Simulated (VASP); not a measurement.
# BN (F-43m) in VASP: further runs

Aim: see how the results for BN move with the level of theory and the settings. Levels: PBE, r2SCAN. Tasks: single point, relaxation of cell and atoms.

Program: VASP 6.6.1. These are calculated values, not measurements. Logs are shortened: lines on timing, memory, paths and dates and some standing lists are left out, and cuts for length are marked.

## 1. The cell of the first run

It takes space group F-43m (No. 216, cubic). Conventional cell: a = 3.625 Å, b = 3.625 Å, c = 3.625 Å, α = 90.00°, β = 90.00°, γ = 90.00°. B (site symmetry -43m) has 4 N at 1.57 Å within 2.1 Å. Within 2.1 Å of N (site symmetry -43m) lie 4 B at 1.57 Å.

## 2. Single point, PBE

The input, INCAR:

```
  PREC = Accurate
  ENCUT = 600
  EDIFF = 1E-6
  ISMEAR = 0
  SIGMA = 0.1
  LREAL = F
  LASPH = T
  NELM = 120
  ALGO = Normal
  ISIF = 2
  LWAVE = F
  LCHARG = F
  GGA = PE
  NBANDS = 16
  GGA_COMPAT = F
```

The input, KPOINTS:

```
Automatic mesh
0
Gamma
  6 6 6
```

The input, POSCAR:

```
BN
1.0
    0.0000000000      1.8123308055      1.8123308055
    1.8123308055      1.8123308055      0.0000000000
   -1.8123308055      3.6246616110     -1.8123308055
B N
2 2
Direct
    0.0000000000      0.0000000000      0.0000000000
    0.5000000000      0.5000000000      0.5000000000
    0.1250000000      0.1250000000      0.6250000000
    0.6250000000      0.6250000000      0.1250000000
```

Potentials or basis: VASP PAW PBE potentials, release 64 (B, N).

Started as:

```sh
cat potpaw_PBE.64/B/POTCAR potpaw_PBE.64/N/POTCAR > POTCAR
mpirun -np 1 vasp_std > vasp.out
```

OUTCAR:

```text
PREC = Accurate
   ENCUT = 600
   EDIFF = 1E-6
   ISMEAR = 0
   LREAL = F
   LASPH = T
   NELM = 120
   ISIF = 2
   GGA = PE

 ion  position               nearest neighbor table
   1  0.000  0.000  0.000-   4 1.57   4 1.57   3 1.57   4 1.57
   2  0.500  0.500  0.500-   3 1.57   3 1.57   3 1.57   4 1.57
   3  0.125  0.125  0.625-   1 1.57   2 1.57   2 1.57   2 1.57
   4  0.625  0.625  0.125-   1 1.57   2 1.57   1 1.57   1 1.57

  LATTYP: Found a trigonal (rhomboedric) cell.
 ALAT       =     4.4392857186
 COS(alpha) =     0.8333333333

  Lattice vectors:

 A1 = (  -1.8123308055,   1.8123308055,  -3.6246616110)
 A2 = (  -3.6246616110,   1.8123308055,  -1.8123308055)
 A3 = (  -1.8123308055,   3.6246616110,  -1.8123308055)

Analysis of symmetry for initial positions (statically):
=====================================================================
 Subroutine PRICEL returns following result:

  LATTYP: Found a face centered cubic cell.
 ALAT       =     3.6246616110

  Lattice vectors:

 A1 = (   0.0000000000,  -1.8123308055,   1.8123308055)
 A2 = (  -1.8123308055,  -0.0000000000,   1.8123308055)
 A3 = (  -1.8123308055,  -1.8123308055,   0.0000000000)

   2 primitive cells build up your supercell.

 Routine SETGRP: Setting up the symmetry group for a
 trigonal (rhombohedral) supercell.

 Subroutine GETGRP returns: Found  6 space group operations
 (whereof  6 operations were pure point group operations)
 out of a pool of 12 trial point group operations.

The static configuration has the point symmetry C_3v.

Analysis of symmetry for dynamics (positions and initial velocities):
=====================================================================
 Subroutine PRICEL returns following result:

  LATTYP: Found a face centered cubic cell.
 ALAT       =     3.6246616110

  Lattice vectors:

 A1 = (   0.0000000000,  -1.8123308055,   1.8123308055)
 A2 = (  -1.8123308055,  -0.0000000000,   1.8123308055)
 A3 = (  -1.8123308055,  -1.8123308055,   0.0000000000)

   2 primitive cells build up your supercell.

 Routine SETGRP: Setting up the symmetry group for a
 trigonal (rhombohedral) supercell.

 Subroutine GETGRP returns: Found  6 space group operations
 (whereof  6 operations were pure point group operations)
 out of a pool of 12 trial point group operations.

The dynamic configuration has the point symmetry C_3v.

 Subroutine INISYM returns: Found  6 space group operations
 (whereof  6 operations are pure point group operations),
 and found     2 'primitive' translations

----------------------------------------------------------------------------------------

                                     Primitive cell

  volume of cell :      11.9054

  direct lattice vectors                    reciprocal lattice vectors
     0.000000000 -1.812330806  1.812330806     0.275887823 -0.275887823  0.275887823
    -1.812330806 -0.000000000  1.812330806    -0.275887823  0.275887823  0.275887823
    -1.812330806 -1.812330806  0.000000000    -0.275887823 -0.275887823 -0.275887823

  length of vectors
     2.563022805  2.563022805  2.563022805     0.477851726  0.477851726  0.477851726

  position of ions in fractional coordinates (direct lattice)
     0.000000000  0.000000000  0.000000000
     0.750000000  0.750000000  0.750000000

  ion indices of the primitive-cell ions
   primitive index   ion index
                 1           1
                 2           3

----------------------------------------------------------------------------------------

 KPOINTS: Automatic mesh

Automatic generation of k-mesh.
 Grid dimensions read from file:
 generate k-points for:    6    6    6

 Generating k-lattice:

  Cartesian coordinates                     Fractional coordinates (reciprocal lattice)
    -0.022990652  0.022990652  0.068971956     0.166666667  0.000000000  0.000000000
     0.068971956  0.022990652 -0.022990652     0.000000000  0.166666667  0.000000000
    -0.022990652  0.022990652 -0.022990652     0.000000000  0.000000000  0.166666667

  Length of vectors
     0.076251366  0.076251366  0.039820977

  Shift w.r.t. Gamma in fractional coordinates (k-lattice)
     0.000000000  0.000000000  0.000000000

 Subroutine IBZKPT returns following result:
 ===========================================

 Found     32 irreducible k-points:

 Following reciprocal coordinates:
            Coordinates               Weight
  0.000000  0.000000  0.000000      1.000000
  0.166667  0.000000  0.000000      6.000000
  0.333333  0.000000  0.000000      6.000000
  0.500000  0.000000 -0.000000      3.000000
  0.166667  0.166667  0.000000      6.000000
  0.333333  0.166667 -0.000000     12.000000
[... 16 lines left out ...]
 -0.166667  0.500000  0.166667     12.000000
 -0.333333 -0.333333  0.166667      6.000000
 [... further k-points ...]
   k-points           NKPTS =     32   k-points in BZ     NKDIM =     32   number of bands    NBANDS=     16
   number of dos      NEDOS =    301   number of ions     NIONS =      4
   total plane-waves  NPLWV =  14400
   dimension x,y,z NGX =    20 NGY =   20 NGZ =   36
   dimension x,y,z NGXF=    40 NGYF=   40 NGZF=   72
   ions per type =               2   2
   NGX,Y,Z   is equivalent  to a cutoff of  12.97, 12.97, 13.48 a.u.
   NGXF,Y,Z  is equivalent  to a cutoff of  25.95, 25.95, 26.96 a.u.
 SYSTEM =  unknown system
   PREC   = accura    normal or accurate (medium, high low for compatibility)
   ISTART =      0    job   : 0-new  1-cont  2-samecut
   ICHARG =      2    charge: 1-file 2-atom 10-const
   ISPIN  =      1    spin polarized calculation?
   LNONCOLLINEAR =      F non collinear calculations
   LSORBIT =      F    spin-orbit coupling
   LASPH  =      T    aspherical Exc in radial PAW
   ENCUT  =  600.0 eV  44.10 Ry    6.64 a.u.   5.12  5.12  8.87*2*pi/ulx,y,z
   NELM   =    120;   NELMIN=  2; NELMDL= -5     # of ELM steps
   EDIFF  = 0.1E-05   stopping-criterion for ELM
   LREAL  =      F    real-space projection
   EDIFFG = 0.1E-04   stopping-criterion for IOM
   NSW    =      0    number of steps for IOM
   IBRION =     -1    ionic relax: 0-MD 1-quasi-New 2-CG
   NFREE  =      0    steps in history (QN), initial steepest desc. (CG)
   ISIF   =      2    stress and relaxation
   ISYM   =      2    0-nonsym 1-usesym 2-fastsym
   POTIM  = 0.5000    time-step for ionic-motion
   TEBEG  =    0.0;   TEEND  =   0.0 temperature during run
   PSTRESS=    0.0 pullay stress
   NELECT =      16.0000    total number of electrons
   NUPDOWN=      -1.0000    fix difference up-down
   EMIN   =  10.00;   EMAX   =-10.00  energy-range for DOS
   EFERMI =   0.00;   METHOD = LEGACY
   ISMEAR =     0;   SIGMA  =   0.10  broadening in eV -4-tet -1-fermi 0-gaus
   EFERMI_NEDOS =   21; number of points for ismear=-14 and -15
   IALGO  =     38    algorithm
   IMIX   =      4    mixing-type and parameters
     AMIX     =   0.40;   BMIX     =  1.00
     AMIX_MAG =   1.60;   BMIX_MAG =  1.00
  volume/ion in A,a.u.               =       5.95        40.17
  Fermi-wavevector in a.u.,A,eV,Ry     =   1.433917  2.709710 27.975184  2.056118
  Thomas-Fermi vector in A             =   2.553383
   LORBIT       =      0    0 simple, 1 ext, 2 COOP (PROOUT), +10 PAW based schemes
   GGA     = PE    functional components
   LHFCALC =     F    Hartree Fock is set to
   AEXX    =    0.0000 exact exchange contribution
   IVDW    =     0    specifies the selected vdW correction
   LEPSILON=     F    determine dielectric tensor
   LRPA    =     F    only Hartree local field effects (RPA)
 non-spin polarized calculation
 Gauss-broadening in eV      SIGMA  =   0.10
  energy-cutoff  :      600.00
  volume of cell :       23.81
 maximum number of plane-waves:       805
   NGX = 11   NGY = 11   NGZ = 17

 number of electron      16.0000001 magnetization

 Free energy of the ion-electron system (eV)
  ---------------------------------------------------
  ext. energy  EPLUGINS =         0.00000000
  ---------------------------------------------------
  free energy    TOTEN  =       -34.90527607 eV

  energy without entropy =      -34.90527607  energy(sigma->0) =      -34.90527607

 E-fermi :   7.8065     XC(G=0): -12.7823

 val. band max:        7.3056590167   @ k =   0.0000   0.0000   0.0000
 cond. band min:      11.7556676168   @ k =   0.5000   0.5000  -0.0000
 fundamental gap:      4.4500086001
 Fermi energy:         7.8064590460

 k-point     1 :       0.0000    0.0000    0.0000
  band No.  band energies     occupation
      1     -12.8349      2.00000
      2      -8.6559      2.00000
      3      -3.3122      2.00000
      4       5.3803      2.00000
      5       5.3803      2.00000
      6       7.3056      2.00000
[... 8 lines left out ...]
     15      17.9662      0.00000
     16      22.4804      0.00000

 k-point     2 :       0.1667    0.0000    0.0000
  band No.  band energies     occupation
      1     -12.2237      2.00000
      2      -8.2954      2.00000
      3      -2.6240      2.00000
      4       3.2091      2.00000
      5       4.7590      2.00000
      6       5.0153      2.00000
[... 8 lines left out ...]
     15      19.4876      0.00000
     16      22.8913      0.00000

 k-point     3 :       0.3333    0.0000    0.0000
  band No.  band energies     occupation
      1     -10.4882      2.00000
      2      -7.5365      2.00000
      3      -1.0408      2.00000
      4      -0.0174      2.00000
      5       1.2569      2.00000
      6       3.8453      2.00000
[... 8 lines left out ...]
     15      21.8029      0.00000
     16      23.2383      0.00000

 k-point     4 :       0.5000    0.0000   -0.0000
  band No.  band energies     occupation
      1      -8.2156      2.00000
      2      -8.2156      2.00000
      3      -1.3865      2.00000
      4      -1.3865      2.00000
      5       2.1864      2.00000
      6       2.1864      2.00000
[... 8 lines left out ...]
     15      21.7964      0.00000
     16      21.7964      0.00000
[... 324 lines left out ...]
 k-point    22 :      -0.3333    0.5000    0.1667
  band No.  band energies     occupation
      1      -8.4774      2.00000
      2      -7.8453      2.00000
      3      -2.3590      2.00000
      4      -0.7719      2.00000
      5       1.4195      2.00000
      6       3.0219      2.00000
[... 8 lines left out ...]
     15      23.4176      0.00000
     16      23.5148      0.00000

 k-point    23 :      -0.1667    0.5000    0.1667
  band No.  band energies     occupation
      1      -8.4065      2.00000
      2      -7.9969      2.00000
      3      -2.2058      2.00000
      4      -0.3575      2.00000
      5       2.0501      2.00000
      6       2.4568      2.00000
[... 8 lines left out ...]
     15      22.6581      0.00000
     16      23.4375      0.00000

 k-point    24 :      -0.3333   -0.3333    0.1667
  band No.  band energies     occupation
      1      -9.8147      2.00000
      2      -8.6863      2.00000
      3      -1.1212      2.00000
      4       0.1551      2.00000
      5       2.5992      2.00000
      6       3.0204      2.00000
[... 8 lines left out ...]
     15      23.3677      0.00000
     16      23.4158      0.00000

 [... further k-points ...]
[... 5 lines left out ...]
  --------------------------------------------------------------------------------------
  -------------------------------------------------------------------------------------
  Total        0.0000013      0.0000013      0.0000013      0.0057266      0.0057266     -0.0057266
  in kB        0.0000863      0.0000863      0.0000863      0.3853351      0.3853351     -0.3853351
  external PRESSURE =       0.0000863 kB  Pullay stress =       0.0000000 kB

 VOLUME and BASIS-vectors are now :
 -----------------------------------------------------------------------------
  energy-cutoff  :      600.00
  volume of cell :       23.81
      direct lattice vectors                 reciprocal lattice vectors
     0.000000000  1.812330806  1.812330806    -0.137943911  0.137943911  0.413831734
     1.812330806  1.812330806  0.000000000     0.413831734  0.137943911 -0.137943911
    -1.812330806  3.624661611 -1.812330806    -0.137943911  0.137943911 -0.137943911

 POSITION                                       TOTAL-FORCE (eV/Angst)
 -----------------------------------------------------------------------------------
      0.00000      0.00000      0.00000        -0.001894      0.001894     -0.001894
      0.00000      3.62466      0.00000        -0.001894      0.001894     -0.001894
     -0.90617      2.71850     -0.90617         0.001894     -0.001894      0.001894
      0.90617      2.71850      0.90617         0.001894     -0.001894      0.001894
 -----------------------------------------------------------------------------------
    total drift:                               -0.000021      0.000019     -0.000021

  FREE ENERGIE OF THE ION-ELECTRON SYSTEM (eV)
  ---------------------------------------------------
  free  energy   TOTEN  =       -34.9052760673 eV

  energy  without entropy=      -34.9052760673  energy(sigma->0) =      -34.90527607
```

It took 5.7 s on 1 thread of Intel Xeon 6975P-C (Granite Rapids), shared host; peak memory 0.13 GiB.

What came out:

* Free energy: -34.9053 eV
* Pressure: 0.0 GPa
* Band gap on the k mesh: 4.45 eV

Levels at points of the mesh, in eV from the valence-band top:
| k point | band 4 | band 5 | band 6 | band 7 | band 8 | band 9 | band 10 | band 11 | band 12 | band 13 |
| --- | --- | --- | --- | --- | --- | --- | --- | --- | --- | --- |
| (0.00, 0.00, 0.00) | -1.93 | -1.93 | 0.00 | 0.00 | 0.00 | 8.78 | 8.78 | 8.78 | 10.04 | 10.22 |
| (0.50, 0.00, 0.00) | -8.69 | -5.12 | -5.12 | -3.63 | -3.63 | 7.52 | 7.52 | 13.02 | 13.02 | 14.37 |
| (0.50, 0.50, 0.00) | -8.86 | -4.87 | -4.87 | -1.93 | -1.93 | 4.45 | 9.19 | 10.04 | 10.66 | 10.66 |
| (0.00, 0.00, 0.50) | -5.45 | -1.12 | -1.12 | -1.12 | -1.12 | 9.56 | 9.56 | 10.29 | 10.29 | 10.29 |

Caveat: the k points lie up to 0.48 Å⁻¹ apart. A k mesh can miss the band edges.

[end of part 1 of 2]
